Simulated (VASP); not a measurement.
A run of VASP 6.6.1 is set up as follows.

The input INCAR:

```
SYSTEM = Ti3Al2
ALGO = Fast ; EDIFF = 1E-6
EDIFFG = -0.01 ; ENCUT = 600
GGA = PE ; IBRION = 2
ISIF = 4 ; ISMEAR = 0
LASPH = .True. ; LCHARG = .False.
LREAL = .False. ; LWAVE = .False.
NELM = 60 ; NSW = 50
PREC = Accurate ; SIGMA = 0.1
```

The input KPOINTS:

```
k-points
0
Gamma
  6 6 8
  0 0 0
```

File POSCAR:

```
Ti3Al2
1.0
    6.6893231914      0.0000000000      0.0000000000
    0.0000000000      6.6893231914      0.0000000000
    0.0000000000      0.0000000000      4.0396716188
Ti Al
6 4
Direct
    0.0000000000      0.0000000000      0.0000000000
    0.5000000000      0.5000000000      0.5000000000
    0.8982892755      0.3004875559      0.5000000000
    0.1017107245      0.6995124441      0.5000000000
    0.6995124441      0.8982892755      0.5000000000
    0.3004875559      0.1017107245      0.5000000000
    0.8000816573      0.6026253861      0.0000000000
    0.1999183427      0.3973746139      0.0000000000
    0.6026253861      0.1999183427      0.0000000000
    0.3973746139      0.8000816573      0.0000000000
```

Potentials or basis: VASP PAW PBE potentials, release 64 (Ti_sv, Al).

Command:

```console
$ cat potpaw_PBE.64/Ti_sv/POTCAR potpaw_PBE.64/Al/POTCAR > POTCAR
$ mpirun -np 1 vasp_std > vasp.out
```

Question: Estimate the band gap on the k mesh.

Answer: Zero (bands 42 and 43 overlap by 0.65 eV).

Final structure:
```yaml
crystal:
  lattice:
    - [6.68894, 0.00000, 0.00000]
    - [0.00000, 6.68894, 0.00000]
    - [0.00000, 0.00000, 4.04014]
  atoms:
    - { symbol: Ti, position: [0.00000, 0.00000, 0.00000] }
    - { symbol: Ti, position: [0.50000, 0.50000, 0.50000] }
    - { symbol: Ti, position: [0.89831, 0.29996, 0.50000] }
    - { symbol: Ti, position: [0.10169, 0.70004, 0.50000] }
    - { symbol: Ti, position: [0.70004, 0.89831, 0.50000] }
    - { symbol: Ti, position: [0.29996, 0.10169, 0.50000] }
    - { symbol: Al, position: [0.80025, 0.60315, 0.00000] }
    - { symbol: Al, position: [0.19975, 0.39685, 0.00000] }
    - { symbol: Al, position: [0.60315, 0.19975, 0.00000] }
    - { symbol: Al, position: [0.39685, 0.80025, 0.00000] }
```
